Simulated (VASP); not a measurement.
Wanted: the native input for a VASP 6.6.1 run.

* Task: relaxation of the atoms
* Functional: PBEsol
* Potentials or basis: VASP PAW PBE potentials, release 64 (B, N)
* Cutoff: 520 eV
* k mesh: 9 × 9 × 6
* Occupations: gaussian, width 0.02 eV
* Spin: no spin polarisation
* Dipole correction: no
* Further INCAR settings: ALGO = Normal; EDIFF = 1e-07; IBRION = 2; EDIFFG = -0.002; NSW = 60

The structure of BN lies in POSCAR:

```
BN
1.0
    2.5659661661      0.0000000000      0.0000000000
   -1.2829830830      2.2221918851      0.0000000000
    0.0000000000      0.0000000000      4.1975546927
B N
2 2
Direct
    0.3333333333      0.6666666667     -0.0003696467
    0.6666666667      0.3333333333      0.4996303533
    0.3333333333      0.6666666667      0.3743696467
    0.6666666667      0.3333333333      0.8743696467
```

This cell differs from its parent crystal: strained cell.

These files were run (other wordings do the same):

INCAR

```
SYSTEM = BN
PREC = Accurate
ENCUT = 520
EDIFF = 1E-7
ISMEAR = 0
SIGMA = 0.02
LREAL = .False.
LASPH = .True.
NELM = 80
ALGO = Normal
ISIF = 2
LWAVE = .False.
LCHARG = .False.
GGA = PS
IBRION = 2
NSW = 60
EDIFFG = -0.002
```

KPOINTS

```
regular mesh
0
Gamma
  9 9 6
  0 0 0
```

Potentials or basis: VASP PAW PBE potentials, release 64 (B, N).

The run is started by

```bash
$ cat potpaw_PBE.64/B/POTCAR potpaw_PBE.64/N/POTCAR > POTCAR
$ mpirun -np 1 vasp_std > vasp.out
```

It gave:

```json
{"Pressure after relaxing": "-6.1 GPa", "Band gap on the k mesh": "5.03 eV (least direct gap 8.07 eV)"}
```

Caveat: the cell differs from its parent crystal (strained cell); the relaxation stopped at its first step, so nothing moved; the PAW data sets were made with another functional, which shifts forces and pressure a little; an odd mesh through Γ misses points on the zone boundary, where band edges can lie.

Wall time 22 s on 1 thread of Intel Xeon 8259CL, with other jobs on the host, peak memory 0.14 GiB.
